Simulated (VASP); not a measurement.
Be7Te: single point with PBE

Crystal: Be7Te.

```
Be Te
1.0
     5.42028    0.00000    0.00000
    -2.71014    4.69410    0.00000
     0.00000    0.00000    3.60386
Be Te
7 1
Direct
  0.96069 0.48034 0.00000
  0.51966 0.03931 0.00000
  0.51966 0.48034 0.00000
  0.20744 0.79256 0.50000
  0.20744 0.41488 0.50000
  0.58512 0.79256 0.50000
  0.66667 0.33333 0.50000
  0.00000 0.00000 0.00000
```

* Program: VASP 6.6.1
* Task: single point
* Functional: PBE
* Potentials or basis: VASP PAW PBE potentials, release 64 (Be, Te)
* Cutoff: 520 eV
* k mesh: 12 × 12 × 10
* Occupations: gaussian, width 0.1 eV
* Spin: no spin polarisation

| Quantity | Value |
| --- | --- |
| Pressure | 0.1 GPa |
| Largest force | 0.018 eV/Å |
| Band gap on the k mesh | zero (band 10 reaches 8.72 eV, above the bottom of band 11 at 6.02 eV) |

Forces on the atoms (eV/Å):
```
Be   0.002  0.001  0.000
Be   0.000 -0.002  0.000
Be  -0.002  0.001  0.000
Be  -0.015  0.009  0.000
Be   0.000 -0.018  0.000
Be   0.015  0.009  0.000
Be   0.000  0.000  0.000
Te   0.000  0.000  0.000
```

Stress tensor (GPa, compression positive):
```
0.18 0.00 0.00
0.00 0.18 0.00
0.00 0.00 0.06
```

Levels at points of the mesh, in eV from the Fermi level:
```
           k point  band 6  band 7  band 8  band 9  band 10  band 11  band 12  band 13  band 14  band 15
(0.00, 0.00, 0.00)   -4.50   -4.50   -3.60    0.87     0.96     2.73     2.73     3.28     3.76     4.05
(0.50, 0.00, 0.00)   -2.52   -1.92   -1.58   -1.30    -0.42     0.17     0.93     1.53     2.11     2.46
(0.00, 0.00, 0.50)   -4.72   -3.50   -3.40   -3.40    -1.24    -1.03    -1.03    -0.79    -0.79     6.05
(0.50, 0.00, 0.50)   -4.90   -4.49   -3.86   -0.62     0.37     0.61     0.85     1.28     2.63     2.86
```

It took 79 s on 1 thread of Intel(R) Xeon(R) 6975P-C (Granite Rapids) (shared host), peak memory 0.32 GiB.

Caveat: spin-orbit coupling is left out, which moves the levels of the heavy elements.
